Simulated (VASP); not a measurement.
Set up this calculation in VASP 6.6.1, as the native input.

```yaml
Task: single point
Functional: PBEsol
Potentials_or_basis: VASP PAW PBE potentials, release 64 (Zn)
Cutoff: 520 eV
k_mesh: 12 × 12 × 12
Occupations: gaussian, width 0.025 eV
Spin: no spin polarisation
Dipole_correction: no
Further_INCAR_settings: ALGO = Normal; EDIFF = 1e-06; NBANDS = 12
```

The structure of Zn lies in POSCAR:

```
Zn
1.0
    0.0000000000      1.9647760000      1.9647760000
    1.9647760000      0.0000000000      1.9647760000
    1.9647760000      1.9647760000      0.0000000000
Zn
1
Direct
    0.0000000000      0.0000000000      0.0000000000
```

One way to write it, as run:

INCAR

```
SYSTEM = Zn
ALGO = Normal
EDIFF = 1E-6
ENCUT = 520
GGA = PS
ISIF = 2
ISMEAR = 0
LASPH = .True.
LCHARG = .False.
LREAL = .False.
LWAVE = .False.
NBANDS = 12
NELM = 80
PREC = Accurate
SIGMA = 0.025
```

KPOINTS

```
k-points
0
Gamma
  12 12 12
  0 0 0
```

Potentials or basis: VASP PAW PBE potentials, release 64 (Zn).

Command:

```console
$ cat potpaw_PBE.64/Zn/POTCAR > POTCAR
$ mpirun -np 1 vasp_std > vasp.out
```

Results of the run:

```json
{
  "Pressure": "-4.7 GPa",
  "Band gap on the k mesh": "zero (band 6 reaches 5.15 eV, above the bottom of band 7 at 1.53 eV)"
}
```

Caveat: the PAW data sets were made with another functional, which shifts forces and pressure a little.

It took 5.5 s on 1 thread of Intel(R) Xeon(R) Platinum 8488C (Sapphire Rapids) (shared host), peak memory 0.13 GiB.
